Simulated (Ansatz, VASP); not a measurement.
# Two plane-wave programs on YN

```
CELL_PARAMETERS angstrom
0.00000 2.42332 2.42332
2.42332 0.00000 2.42332
2.42332 2.42332 0.00000
ATOMIC_POSITIONS crystal
Y 0.00000 0.00000 0.00000
N 0.50000 0.50000 0.50000
```

Alike in both runs: task single point; functional r2SCAN; k mesh 8 × 8 × 8; no spin polarisation.

|  | VASP | Ansatz |
| --- | --- | --- |
| version | VASP 6.6.1 | Ansatz 0.2.0 |
| potentials or method | VASP PAW PBE potentials, release 64 (Y_sv, N) | plane waves, PAW |
| plane-wave cutoff (eV) | 660 | 500 |
| occupations | gaussian, width 0.01 eV | fixed |
| valence electrons in the cell | 16 | 16 |

VASP gave:

* gap on the k mesh at the Fermi level (eV): 0.54
* pressure (GPa): 5.4

Q: What did Ansatz give for the same quantities?

A: gap on the k mesh at the Fermi level (eV): 0.53; pressure (GPa): 5.5.

VASP's potentials were made for PBE, not for r2SCAN.
